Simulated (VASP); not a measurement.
Set up this calculation in VASP 6.6.1, as the native input.

| Property | Result |
| --- | --- |
| Task | single point |
| Functional | PBE |
| Potentials or basis | VASP PAW PBE potentials, release 64 (C) |
| Cutoff | 600 eV |
| k mesh | 13 × 13 × 7 |
| Occupations | fermi-dirac, width 0.05 eV |
| Spin | no spin polarisation |
| Dipole correction | no |
| Further INCAR settings | ALGO = Normal; EDIFF = 1e-06; NBANDS = 11 |

The structure of C lies in POSCAR:

```
C
1.0
    1.7295526202      0.0000000000      0.0000000000
   -0.8647763101      1.4978365062      0.0000000000
    0.0000000000      0.0000000000      8.7281639877
C
2
Direct
    0.3333333333      0.6666666667      0.2500000000
    0.6666666667      0.3333333333      0.7500000000
```

The input as run:

INCAR

```
PREC     = Accurate       # precision mode
ENCUT    = 600            # plane-wave cutoff, eV
EDIFF    = 1E-6           # SCF threshold, eV
ISMEAR   = -1             # smearing method
SIGMA    = 0.05           # smearing width, eV
LREAL    = False          # projectors in reciprocal space
LASPH    = True           # aspherical terms in the spheres
NELM     = 120            # most SCF steps
ALGO     = Normal         # electronic algorithm
ISIF     = 2              # what is computed and relaxed
LWAVE    = False          # write WAVECAR
LCHARG   = False          # write CHGCAR
GGA      = PE             # functional
NBANDS   = 11             # bands
GGA_COMPAT= False
```

KPOINTS

```
Automatic mesh
0
Gamma
  13 13 7
```

Potentials or basis: VASP PAW PBE potentials, release 64 (C).

Run with:

```sh
$ cat potpaw_PBE.64/C/POTCAR > POTCAR
$ mpirun -np 1 vasp_std > vasp.out
```

Results of the run:

```yaml
Pressure: -0.2 GPa
Band_gap_on_the_k_mesh: zero (band 4 reaches 4.00 eV, above the bottom of band 5 at 3.13 eV)
```

Caveat: this functional lacks dispersion, which binds the layers, so the pressure and a relaxed spacing across them are unreliable.

It used 12 s of CPU time on 1 thread of AMD EPYC 9R45 (Zen 5) (shared host).
